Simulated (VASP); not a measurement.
# TaN (anti NiAs type) (P6_3/mmc) in VASP: relaxation of cell and atoms with PBE

Aim: the relaxation of cell and atoms of TaN (anti NiAs type) with PBE.

Everything below comes from runs of VASP 6.6.1. Logs are shortened: lines on timing, memory, paths and dates and some standing lists are left out, and cuts for length are marked.

### Step 1. The cell of the first run

Symmetry: P6_3/mmc, No. 194, hexagonal system. The conventional cell has a = 2.858 Å, b = 2.858 Å, c = 4.430 Å, α = 90.00°, β = 90.00°, γ = 120.00°. N (site symmetry -3m) has 6 Ta at 1.99 Å and 2 N at 2.21 Å within 2.6 Å. Ta (site symmetry -6m2) has 6 N at 1.99 Å within 2.6 Å.

### Step 2. Relaxation of cell and atoms, PBE, target pressure 210 GPa, at which the enthalpy is minimised

INCAR reads:

```
SYSTEM = TaN
PREC = Accurate ; ENCUT = 600
EDIFF = 1E-7 ; ISMEAR = -1
SIGMA = 0.08 ; LREAL = .FALSE.
LASPH = .TRUE. ; NELM = 60
ALGO = Normal ; ISIF = 3
LWAVE = .FALSE. ; LCHARG = .FALSE.
GGA = PE ; IBRION = 2
NSW = 60 ; EDIFFG = -0.005
PSTRESS = 2100.0
```

KPOINTS reads:

```
Automatic mesh
0
G
  13 13 7
  0 0 0
```

POSCAR reads:

```
TaN
1.0
    2.8579505673      0.0000000000      0.0000000000
   -1.4289752837      2.4750577941      0.0000000000
    0.0000000000      0.0000000000      4.4298233794
N Ta
2 2
Direct
    0.0000000000      0.0000000000      0.0000000000
    0.0000000000      0.0000000000      0.5000000000
    0.3333333333      0.6666666667      0.2500000000
    0.6666666667      0.3333333333      0.7500000000
```

Potentials or basis: VASP PAW PBE potentials, release 64 (N, Ta_pv).

The run is started by

```console
$ cat potpaw_PBE.64/N/POTCAR potpaw_PBE.64/Ta_pv/POTCAR > POTCAR
$ mpirun -np 1 vasp_std > vasp.out
```

OUTCAR:

```text
SYSTEM = TaN
   PREC = Accurate
   ENCUT = 600
   EDIFF = 1E-7
   ISMEAR = -1
   LREAL = .FALSE.
   LASPH = .TRUE.
   NELM = 60
   ISIF = 3
   GGA = PE
   IBRION = 2
   NSW = 60
   EDIFFG = -0.005
   PSTRESS = 2100.0

 ion  position               nearest neighbor table
   1  0.000  0.000  0.000-   3 1.99   4 1.99   4 1.99   3 1.99   4 1.99   3 1.99
   2  0.000  0.000  0.500-   3 1.99   4 1.99   4 1.99   3 1.99   4 1.99   3 1.99
   3  0.333  0.667  0.250-   1 1.99   2 1.99   1 1.99   2 1.99   1 1.99   2 1.99   4 2.76   4 2.76
                             4 2.76   4 2.76   4 2.76   4 2.76
   4  0.667  0.333  0.750-   1 1.99   2 1.99   1 1.99   2 1.99   1 1.99   2 1.99   3 2.76   3 2.76
                             3 2.76   3 2.76   3 2.76   3 2.76

  LATTYP: Found a hexagonal cell.
 ALAT       =     2.8579505673
 C/A-ratio  =     1.5500000000

  Lattice vectors:

 A1 = (   2.8579505673,   0.0000000000,   0.0000000000)
 A2 = (  -1.4289752837,   2.4750577941,   0.0000000000)
 A3 = (   0.0000000000,   0.0000000000,   4.4298233794)

Analysis of symmetry for initial positions (statically):
=====================================================================
 Subroutine PRICEL returns:
 Original cell was already a primitive cell.

 Routine SETGRP: Setting up the symmetry group for a
 hexagonal supercell.

 Subroutine GETGRP returns: Found 24 space group operations
 (whereof 12 operations were pure point group operations)
 out of a pool of 24 trial point group operations.

The static configuration has the point symmetry D_3d.
 The point group associated with its full space group is D_6h.

Analysis of symmetry for dynamics (positions and initial velocities):
=====================================================================
 Subroutine PRICEL returns:
 Original cell was already a primitive cell.

 Routine SETGRP: Setting up the symmetry group for a
 hexagonal supercell.

 Subroutine GETGRP returns: Found 24 space group operations
 (whereof 12 operations were pure point group operations)
 out of a pool of 24 trial point group operations.

The dynamic configuration has the point symmetry D_3d.
 The point group associated with its full space group is D_6h.

 Subroutine INISYM returns: Found 24 space group operations
 (whereof 12 operations are pure point group operations),
 and found     1 'primitive' translations

----------------------------------------------------------------------------------------

                                     Primitive cell

  volume of cell :      31.3348

  direct lattice vectors                    reciprocal lattice vectors
     2.857950567  0.000000000  0.000000000     0.349901083  0.202015485  0.000000000
    -1.428975284  2.475057794  0.000000000     0.000000000  0.404030969  0.000000000
     0.000000000  0.000000000  4.429823379     0.000000000  0.000000000  0.225742634

  length of vectors
     2.857950567  2.857950567  4.429823379     0.404030969  0.404030969  0.225742634

  position of ions in fractional coordinates (direct lattice)
     0.000000000  0.000000000  0.000000000
     0.000000000  0.000000000  0.500000000
     0.333333333  0.666666667  0.250000000
     0.666666667  0.333333333  0.750000000

  ion indices of the primitive-cell ions
   primitive index   ion index
                 1           1
                 2           2
                 3           3
                 4           4

----------------------------------------------------------------------------------------

 KPOINTS: Automatic mesh

Automatic generation of k-mesh.
 Grid dimensions read from file:
 generate k-points for:   13   13    7

 Generating k-lattice:

  Cartesian coordinates                     Fractional coordinates (reciprocal lattice)
     0.026915468  0.015539653  0.000000000     0.076923077  0.000000000  0.000000000
     0.000000000  0.031079305  0.000000000     0.000000000  0.076923077  0.000000000
     0.000000000  0.000000000  0.032248948     0.000000000  0.000000000  0.142857143

  Length of vectors
     0.031079305  0.031079305  0.032248948

  Shift w.r.t. Gamma in fractional coordinates (k-lattice)
     0.000000000  0.000000000  0.000000000

 Subroutine IBZKPT returns following result:
 ===========================================

 Found     84 irreducible k-points:

 Following reciprocal coordinates:
            Coordinates               Weight
  0.000000  0.000000  0.000000      1.000000
  0.076923 -0.000000  0.000000      6.000000
  0.153846 -0.000000  0.000000      6.000000
  0.230769 -0.000000  0.000000      6.000000
  0.307692 -0.000000  0.000000      6.000000
  0.384615  0.000000  0.000000      6.000000
[... 16 lines left out ...]
  0.076923 -0.000000  0.142857     12.000000
  0.153846 -0.000000  0.142857     12.000000
 [... further k-points ...]
   k-points           NKPTS =     84   k-points in BZ     NKDIM =     84   number of bands    NBANDS=     20
   number of dos      NEDOS =    301   number of ions     NIONS =      4
   total plane-waves  NPLWV =  20736
   dimension x,y,z NGX =    24 NGY =   24 NGZ =   36
   dimension x,y,z NGXF=    48 NGYF=   48 NGZF=   72
   ions per type =               2   2
   NGX,Y,Z   is equivalent  to a cutoff of  13.96, 13.96, 13.51 a.u.
   NGXF,Y,Z  is equivalent  to a cutoff of  27.92, 27.92, 27.02 a.u.
 SYSTEM =  TaN
   PREC   = accura    normal or accurate (medium, high low for compatibility)
   ISTART =      0    job   : 0-new  1-cont  2-samecut
   ICHARG =      2    charge: 1-file 2-atom 10-const
   ISPIN  =      1    spin polarized calculation?
   LNONCOLLINEAR =      F non collinear calculations
   LSORBIT =      F    spin-orbit coupling
   LASPH  =      T    aspherical Exc in radial PAW
   ENCUT  =  600.0 eV  44.10 Ry    6.64 a.u.   5.71  5.71  8.85*2*pi/ulx,y,z
   NELM   =     60;   NELMIN=  2; NELMDL= -5     # of ELM steps
   EDIFF  = 0.1E-06   stopping-criterion for ELM
   LREAL  =      F    real-space projection
   EDIFFG = -.5E-02   stopping-criterion for IOM
   NSW    =     60    number of steps for IOM
   IBRION =      2    ionic relax: 0-MD 1-quasi-New 2-CG
   NFREE  =      1    steps in history (QN), initial steepest desc. (CG)
   ISIF   =      3    stress and relaxation
   ISYM   =      2    0-nonsym 1-usesym 2-fastsym
   POTIM  = 0.5000    time-step for ionic-motion
   TEBEG  =    0.0;   TEEND  =   0.0 temperature during run
   PSTRESS= 2100.0 pullay stress
   NELECT =      32.0000    total number of electrons
   NUPDOWN=      -1.0000    fix difference up-down
   EMIN   =  10.00;   EMAX   =-10.00  energy-range for DOS
   EFERMI =   0.00;   METHOD = LEGACY
   ISMEAR =    -1;   SIGMA  =   0.08  broadening in eV -4-tet -1-fermi 0-gaus
   EFERMI_NEDOS =   21; number of points for ismear=-14 and -15
   IALGO  =     38    algorithm
   IMIX   =      4    mixing-type and parameters
     AMIX     =   0.40;   BMIX     =  1.00
     AMIX_MAG =   1.60;   BMIX_MAG =  1.00
  volume/ion in A,a.u.               =       7.83        52.86
  Fermi-wavevector in a.u.,A,eV,Ry     =   1.648603  3.115407 36.979149  2.717891
  Thomas-Fermi vector in A             =   2.737864
   LORBIT       =      0    0 simple, 1 ext, 2 COOP (PROOUT), +10 PAW based schemes
   GGA     = PE    functional components
   LHFCALC =     F    Hartree Fock is set to
   AEXX    =    0.0000 exact exchange contribution
   IVDW    =     0    specifies the selected vdW correction
   LEPSILON=     F    determine dielectric tensor
   LRPA    =     F    only Hartree local field effects (RPA)
 conjugate gradient relaxation of ions
 non-spin polarized calculation
  energy-cutoff  :      600.00
  volume of cell :       31.33
 maximum number of plane-waves:      1085
 NGX is ok and might be reduce to    24
   NGX = 11   NGY = 11   NGZ = 17

--------------------------------------- Ionic step        1  -------------------------------------------

 number of electron      31.9999995 magnetization

 Free energy of the ion-electron system (eV)
  ---------------------------------------------------
  ext. energy  EPLUGINS =         0.00000000
  ---------------------------------------------------
  free energy    TOTEN  =       -36.98082522 eV

  energy without entropy =      -36.96318527  energy(sigma->0) =      -36.97200525

------------------------ aborting loop because EDIFF is reached ----------------------------------------

  FORCE on cell =-STRESS in cart. coord.  units (eV):
  Direction    XX          YY          ZZ          XY          YZ          ZX
  --------------------------------------------------------------------------------------
  -------------------------------------------------------------------------------------
  Total       34.9337113     34.9337113     57.0667836     -0.0000000     -0.0000000      0.0000000
  in kB     1786.1948864   1786.1948865   2917.8805572     -0.0000000     -0.0000000      0.0000000
  external PRESSURE =      63.4234434 kB  Pullay stress =    2100.0000000 kB
[... 99 lines left out ...]
  FREE ENERGIE OF THE ION-ELECTRON SYSTEM (eV)
  ---------------------------------------------------
  free  energy   TOTEN  =       -39.4820629829 eV

  energy  without entropy=      -39.4727641564  energy(sigma->0) =      -39.47741357

  enthalpy is  TOTEN    =         2.4577619050 eV   P V=       41.9398248879

[... ionic steps 4 to 9 ...]

--------------------------------------- Ionic step       10  -------------------------------------------

 number of electron      31.9999998 magnetization

------------------------ aborting loop because EDIFF is reached ----------------------------------------

  FORCE on cell =-STRESS in cart. coord.  units (eV):
  Direction    XX          YY          ZZ          XY          YZ          ZX
  --------------------------------------------------------------------------------------
  -------------------------------------------------------------------------------------
  Total       41.1160919     41.1160919     41.2026853     -0.0000000      0.0000000      0.0000000
  in kB     2097.3100152   2097.3100154   2101.7270966     -0.0000001      0.0000000      0.0000000
  external PRESSURE =      -1.2176243 kB  Pullay stress =    2100.0000000 kB
[... 65 lines left out ...]
  enthalpy is  TOTEN    =         2.4198307599 eV   P V=       41.1596619322

--------------------------------------- Ionic step       12  -------------------------------------------

 number of electron      31.9999998 magnetization

 Free energy of the ion-electron system (eV)
  ---------------------------------------------------
  ext. energy  EPLUGINS =         0.00000000
  ---------------------------------------------------
  free energy    TOTEN  =       -38.74325660 eV

  energy without entropy =      -38.73440816  energy(sigma->0) =      -38.73883238

 E-fermi :  13.0158     XC(G=0): -15.1960

 val. band max:       12.9685483232   @ k =   0.3846   0.1538   0.1429
 cond. band min:      13.0212386944   @ k =   0.3846   0.0769   0.1429
 fundamental gap:      0.0526903712
 Fermi energy:        13.0157669622

 k-point     1 :       0.0000    0.0000    0.0000
  band No.  band energies     occupation
      1     -24.2920      2.00000
      2     -22.3247      2.00000
      3     -21.5677      2.00000
      4     -21.5677      2.00000
      5     -21.4904      2.00000
      6     -21.4904      2.00000
[... 12 lines left out ...]
     19      13.5360      0.00300
[... 513 lines left out ...]
      4     -22.0588      2.00000
      5     -21.7332      2.00000
      6     -21.5744      2.00000
[... 12 lines left out ...]
     19      15.4625      0.00000
     20      15.7591      0.00000

 [... further k-points ...]

------------------------ aborting loop because EDIFF is reached ----------------------------------------

  FORCE on cell =-STRESS in cart. coord.  units (eV):
  Direction    XX          YY          ZZ          XY          YZ          ZX
  --------------------------------------------------------------------------------------
  -------------------------------------------------------------------------------------
  Total       41.1707715     41.1707715     41.1678659     -0.0000000     -0.0000000      0.0000000
  in kB     2100.3923511   2100.3923514   2100.2441202     -0.0000001     -0.0000000      0.0000000
  external PRESSURE =       0.3429409 kB  Pullay stress =    2100.0000000 kB
[... 19 lines left out ...]
  FREE ENERGIE OF THE ION-ELECTRON SYSTEM (eV)
  ---------------------------------------------------
  free  energy   TOTEN  =       -38.7432565994 eV

  energy  without entropy=      -38.7344081578  energy(sigma->0) =      -38.73883238

  enthalpy is  TOTEN    =         2.4198241997 eV   P V=       41.1630807991

 reached required accuracy - stopping structural energy minimisation
```

Wall time 4.5 min (1 thread of Intel Xeon 8259CL, shared host); peak memory 0.21 GiB.

What came out:

```
Free energy                                                : -38.7433 eV
Relaxed volume                                             : 7.85 Å³/atom
Relaxed cell                                               : a = 2.681 Å, b = 2.681 Å, c = 5.044 Å, α = 90.00°, β = 90.00°, γ = 120.00°
Space group after relaxing (to 0.1 Å)                      : P6_3/mmc (No. 194)
Energy change on relaxing (the run minimises the enthalpy) : -440.6 meV/atom
Ionic steps                                                : 12
Pressure after relaxing                                    : 210.0 GPa
Band gap on the k mesh                                     : zero (bands 16 and 17 overlap by 2.67 eV)
```

The path:
```
step  energy change (eV)  largest force (eV/Å)  pressure (GPa)  volume (Å³)
   1              0.0000                0.0000          216.34        31.33
   2             -2.3769                0.0000          188.75        32.05
   3             -2.5012                0.0000          189.80        32.00
   4             -2.4851                0.0000          190.14        31.99
   5              4.3520                0.0000          366.51        27.99
   6             -1.8152                0.0000          208.60        31.45
   7             -1.7626                0.0000          210.03        31.41
   8             -1.7474                0.0000          210.43        31.39
   9             -1.8463                0.0000          207.76        31.47
  10             -1.7682                0.0000          209.88        31.41
  11             -1.7590                0.0000          210.13        31.40
  12             -1.7624                0.0000          210.03        31.41
```

Final structure:
```
N Ta
1.0
     2.68121    0.00000    0.00000
    -1.34061    2.32200    0.00000
     0.00000    0.00000    5.04435
N Ta
2 2
Direct
  0.00000 0.00000 0.00000
  0.00000 0.00000 0.50000
  0.33333 0.66667 0.25000
  0.66667 0.33333 0.75000
```

Levels at points of the mesh, in eV from the Fermi level:
| k point | band 12 | band 13 | band 14 | band 15 | band 16 | band 17 | band 18 | band 19 | band 20 |
| --- | --- | --- | --- | --- | --- | --- | --- | --- | --- |
| (0.00, 0.00, 0.00) | -6.04 | -6.04 | -4.85 | -4.05 | -1.77 | -1.77 | 0.52 | 0.52 | 0.61 |

Caveat: the cell is relaxed towards a set pressure, so the run minimises the enthalpy, not the energy; spin-orbit coupling is left out, which moves the levels of the heavy elements.

The gap in the log of VASP goes by the Fermi energy; the results here count the filled bands.